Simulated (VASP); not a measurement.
# Mg16S15O (a cell with a defect) in VASP: a series of runs

Runs on Mg16S15O (a cell with a defect). Level: PBE. Tasks: single point.

All numbers are computed with VASP 6.6.1; they aren't measurements. Logs are shortened: lines on timing, memory, paths and dates and some standing lists are left out, and cuts for length are marked.

### 1 The cell of the first run

The cell holds a defect, 32 atoms: a = 9.058 Å, b = 9.058 Å, c = 9.058 Å, α = 109.47°, β = 109.47°, γ = 109.47°.

### 2 Single point, PBE

The input, INCAR:

```
SYSTEM = Mg16S15O
PREC = Accurate ; ENCUT = 520
EDIFF = 1E-6 ; ISMEAR = 0
SIGMA = 0.01 ; LREAL = Auto
LASPH = .True. ; NELM = 80
ALGO = Normal ; ISIF = 2
LWAVE = .False. ; LCHARG = .False.
GGA = PE ; NBANDS = 86
```

The input, KPOINTS:

```
Automatic mesh
0
Gamma
  2 2 2
  0.5 0.5 0.5
```

The input, POSCAR:

```
Mg16S15O
1.0
    5.2297549267      5.2297549267     -5.2297549267
   -5.2297549267     -5.2297549267     -5.2297549267
   -5.2297549267      5.2297549267      5.2297549267
Mg O S
16 1 15
Direct
    0.2500000000      0.0202869275      0.7702869275
    0.5000000000      0.7500000000      0.7500000000
    0.7500000000      0.5000000000      0.7500000000
    0.7500000000      0.0000000000      0.2500000000
    0.0202869275      1.0202869275      0.0000000000
    0.2500000000      0.7500000000      0.0000000000
    0.4797130725      0.4797130725      0.0000000000
    0.7500000000      0.2500000000      0.0000000000
    0.0202869275      0.2500000000      0.7702869275
    0.5000000000      0.0000000000      0.5000000000
    0.7500000000      0.7500000000      0.5000000000
    0.0000000000      0.7500000000      0.2500000000
    0.2500000000      0.4797130725      0.2297130725
    0.4797130725      0.2500000000      0.2297130725
    0.0000000000      0.5000000000      0.5000000000
    0.2500000000      0.2500000000      0.5000000000
    0.2500000000      0.2500000000      0.0000000000
    0.4972398324      0.0027601676      0.0000000000
    0.7500000000      0.7500000000      0.0000000000
    0.7500000000      0.2500000000      0.5000000000
    0.0027601676      0.2500000000      0.2472398324
    0.2500000000      0.0027601676      0.2472398324
    0.4972398324      0.7444796647      0.2472398324
    0.7444796647      0.4972398324      0.2472398324
    0.0027601676      0.4972398324      0.0000000000
    0.4972398324      0.2500000000      0.7527601676
    0.7555203353      0.0027601676      0.7527601676
    0.0027601676      0.0027601676      0.5055203353
    0.2500000000      0.7500000000      0.5000000000
    0.4972398324      0.4972398324      0.4944796647
    0.0027601676      0.7555203353      0.7527601676
    0.2500000000      0.4972398324      0.7527601676
```

Potentials or basis: VASP PAW PBE potentials, release 64 (Mg, O, S).

On the command line:

```
> cat potpaw_PBE.64/Mg/POTCAR potpaw_PBE.64/O/POTCAR potpaw_PBE.64/S/POTCAR > POTCAR
> mpirun -np 1 vasp_std > vasp.out
```

OUTCAR:

```text
SYSTEM = Mg16S15O
   PREC = Accurate
   ENCUT = 520
   EDIFF = 1E-6
   ISMEAR = 0
   LREAL = Auto
   LASPH = .True.
   NELM = 80
   ISIF = 2
   GGA = PE

 ion  position               nearest neighbor table
   1  0.250  0.020  0.770-  17 2.40  28 2.59  31 2.59  26 2.59  18 2.59  29 2.83   9 3.40  14 3.40
                             5 3.40   7 3.40
   2  0.500  0.750  0.750-  19 2.61  29 2.61  18 2.64  32 2.64  30 2.64  27 2.64
   3  0.750  0.500  0.750-  19 2.61  20 2.61  25 2.64  26 2.64  30 2.64  31 2.64
   4  0.750  0.000  0.250-  19 2.61  20 2.61  18 2.64  21 2.64  28 2.64  23 2.64
   5  0.020  0.020  0.000-  17 2.40  27 2.59  31 2.59  21 2.59  22 2.59  19 2.83  13 3.40  14 3.40
                             1 3.40   9 3.40
   6  0.250  0.750  0.000-  18 2.62  22 2.62  25 2.62  32 2.62  31 2.62  23 2.62
   7  0.480  0.480  0.000-  17 2.40  23 2.59  24 2.59  26 2.59  32 2.59  19 2.83  13 3.40  14 3.40
                             1 3.40   9 3.40
   8  0.750  0.250  0.000-  18 2.62  21 2.62  25 2.62  26 2.62  24 2.62  27 2.62
   9  0.020  0.250  0.770-  17 2.40  27 2.59  28 2.59  32 2.59  25 2.59  20 2.83   7 3.40  13 3.40
                             1 3.40   5 3.40
  10  0.500  0.000  0.500-  20 2.61  29 2.61  26 2.64  22 2.64  27 2.64  23 2.64
  11  0.750  0.750  0.500-  23 2.62  24 2.62  27 2.62  31 2.62  30 2.62  28 2.62
  12  0.000  0.750  0.250-  19 2.61  29 2.61  25 2.64  22 2.64  28 2.64  24 2.64
  13  0.250  0.480  0.230-  17 2.40  23 2.59  30 2.59  21 2.59  25 2.59  29 2.83   9 3.40  14 3.40
[... 7 lines left out ...]
  19  0.750  0.750  0.000-   2 2.61   3 2.61   4 2.61  12 2.61   7 2.83   5 2.83
  20  0.750  0.250  0.500-   3 2.61   4 2.61  10 2.61  15 2.61  14 2.83   9 2.83
[... 10 lines left out ...]
  31  0.003  0.756  0.753-   1 2.59   5 2.59  11 2.62   6 2.62  15 2.64   3 2.64
  32  0.250  0.497  0.753-   9 2.59   7 2.59   6 2.62  16 2.62  15 2.64   2 2.64

  LATTYP: Found a body centered cubic cell.
 ALAT       =    10.4595098534

  Lattice vectors:

 A1 = (   5.2297549267,   5.2297549267,  -5.2297549267)
 A2 = (  -5.2297549267,  -5.2297549267,  -5.2297549267)
 A3 = (  -5.2297549267,   5.2297549267,   5.2297549267)

Analysis of symmetry for initial positions (statically):
=====================================================================
 Subroutine PRICEL returns:
 Original cell was already a primitive cell.

 Routine SETGRP: Setting up the symmetry group for a
 body centered cubic supercell.

 Subroutine GETGRP returns: Found 48 space group operations
 (whereof  8 operations were pure point group operations)
 out of a pool of 48 trial point group operations.

The static configuration has the point symmetry C_4v.
 The point group associated with its full space group is O_h .

Analysis of symmetry for dynamics (positions and initial velocities):
=====================================================================
 Subroutine PRICEL returns:
 Original cell was already a primitive cell.

[... 166 lines left out ...]
  volume/ion in A,a.u.               =      17.88       120.66
  Fermi-wavevector in a.u.,A,eV,Ry     =   0.993826  1.878058 13.438327  0.987689
  Thomas-Fermi vector in A             =   2.125734
   LORBIT       =      0    0 simple, 1 ext, 2 COOP (PROOUT), +10 PAW based schemes
   GGA     = PE    functional components
   LHFCALC =     F    Hartree Fock is set to
   AEXX    =    0.0000 exact exchange contribution
   IVDW    =     0    specifies the selected vdW correction
   LEPSILON=     F    determine dielectric tensor
   LRPA    =     F    only Hartree local field effects (RPA)
 non-spin polarized calculation
 Gauss-broadening in eV      SIGMA  =   0.01
  energy-cutoff  :      520.00
  volume of cell :      572.14
 maximum number of plane-waves:     15375
 NGX is ok and might be reduce to    70
   NGX = 33   NGY = 33   NGZ = 33

 number of electron     127.9999997 magnetization

 Free energy of the ion-electron system (eV)
  ---------------------------------------------------
  ext. energy  EPLUGINS =         0.00000000
  ---------------------------------------------------
  free energy    TOTEN  =      -137.91957613 eV

  energy without entropy =     -137.91957613  energy(sigma->0) =     -137.91957613

 E-fermi :   3.3642     XC(G=0):  -9.5550

 val. band max:        3.3175985091   @ k =   0.2500   0.2500   0.2500
 cond. band min:       6.6654063463   @ k =  -0.2500   0.2500   0.2500
 fundamental gap:      3.3478078372
 Fermi energy:         3.3641840754

 k-point     1 :       0.2500    0.2500    0.2500
  band No.  band energies     occupation
      1     -12.8301      2.00000
      2      -8.5944      2.00000
      3      -8.5944      2.00000
      4      -8.5944      2.00000
      5      -8.5155      2.00000
      6      -7.8407      2.00000
[... 68 lines left out ...]
     75       7.8753      0.00000
     76       8.1530      0.00000

 k-point     2 :      -0.2500    0.2500    0.2500
  band No.  band energies     occupation
      1     -12.8302      2.00000
      2      -8.8931      2.00000
      3      -8.3782      2.00000
      4      -8.3782      2.00000
      5      -8.1887      2.00000
      6      -8.1731      2.00000
[... 68 lines left out ...]
     75       8.7004      0.00000
     76       8.7004      0.00000
 [bands above 76 left out]

------------------------ aborting loop because EDIFF is reached ----------------------------------------

  FORCE on cell =-STRESS in cart. coord.  units (eV):
  Direction    XX          YY          ZZ          XY          YZ          ZX
  --------------------------------------------------------------------------------------
  -------------------------------------------------------------------------------------
  Total       -8.3376449     -8.3376449     -8.3376449      0.0000000      0.0000000      0.0000000
  in kB      -23.3480155    -23.3480155    -23.3480155      0.0000000      0.0000000      0.0000000
  external PRESSURE =     -23.3480155 kB  Pullay stress =       0.0000000 kB

 VOLUME and BASIS-vectors are now :
 -----------------------------------------------------------------------------
  energy-cutoff  :      520.00
  volume of cell :      572.14
      direct lattice vectors                 reciprocal lattice vectors
     5.229754927  5.229754927 -5.229754927     0.000000000  0.095606775 -0.095606775
    -5.229754927 -5.229754927 -5.229754927    -0.095606775  0.000000000 -0.095606775
    -5.229754927  5.229754927  5.229754927    -0.095606775  0.095606775  0.000000000

 POSITION                                       TOTAL-FORCE (eV/Angst)
 -----------------------------------------------------------------------------------
     -2.82707      5.22975      2.61488         0.000263     -0.000000     -0.000000
     -5.22975      2.61488     -2.61488        -0.000000     -0.000000     -0.000000
     -2.61488      5.22975     -2.61488        -0.000000     -0.000000     -0.000000
      2.61488      5.22975     -2.61488        -0.000000     -0.000000     -0.000000
      0.00000      0.00000     -0.21219        -0.000000     -0.000000      0.000263
     -2.61488     -2.61488     -5.22975        -0.000000     -0.000000     -0.000000
[... 24 lines left out ...]
     -7.87350     -0.00000     -0.02887        -0.004874     -0.000000     -0.004874
     -5.22975      2.64375      0.02887        -0.000000      0.004874      0.004874
 -----------------------------------------------------------------------------------
    total drift:                                0.000000     -0.000000     -0.000000

  FREE ENERGIE OF THE ION-ELECTRON SYSTEM (eV)
  ---------------------------------------------------
  free  energy   TOTEN  =      -137.9195761335 eV

  energy  without entropy=     -137.9195761335  energy(sigma->0) =     -137.91957613
```

stdout:

```text
POSCAR found type information on POSCAR MgO S
 POSCAR found :  3 types and      32 ions
 scaLAPACK will be used
 LDA part: xc-table for (Slater+PW92), standard interpolation
 POSCAR, INCAR and KPOINTS ok, starting setup
 FFT: planning ... GRIDC
 FFT: planning ... GRID_SOFT
 FFT: planning ... GRID
 WAVECAR not read
 entering main loop
```

Wall time 2.9 min (1 thread of Intel Xeon 6975P-C (Granite Rapids), shared host); peak memory 0.68 GiB.

What came out:

* Free energy: -137.9196 eV
* Pressure: -2.3 GPa
* Largest force: 0.007 eV/Å
* Band gap on the k mesh: 3.35 eV

Forces on the atoms (eV/Å):
```
Mg   0.000  0.000  0.000
Mg   0.000  0.000  0.000
Mg   0.000  0.000  0.000
Mg   0.000  0.000  0.000
Mg   0.000  0.000  0.000
Mg   0.000  0.000  0.000
Mg   0.000  0.000  0.000
Mg   0.000  0.000  0.000
Mg   0.000  0.000  0.000
Mg   0.000  0.000  0.000
Mg   0.000  0.000  0.000
Mg   0.000  0.000  0.000
Mg   0.000  0.000  0.000
Mg   0.000  0.000  0.000
Mg   0.000  0.000  0.000
Mg   0.000  0.000  0.000
O    0.000  0.000  0.000
S   -0.005 -0.005  0.000
S    0.000  0.000  0.000
S    0.000  0.000  0.000
S    0.005  0.000 -0.005
S    0.000 -0.005 -0.005
S    0.005  0.000  0.005
S    0.000 -0.005  0.005
S    0.005  0.005  0.000
S   -0.005  0.000  0.005
S    0.000  0.005 -0.005
S   -0.005  0.005  0.000
S    0.000  0.000  0.000
S    0.005 -0.005  0.000
S   -0.005  0.000 -0.005
S    0.000  0.005  0.005
```

Levels at points of the mesh, in eV from the valence-band top:
```tsv
k point	band 60	band 61	band 62	band 63	band 64	band 65	band 66	band 67	band 68	band 69
(0.25, 0.25, 0.25)	-0.17	-0.17	-0.17	0.00	0.00	3.58	4.42	4.42	4.42	4.49
```

[end of part 1 of 2]
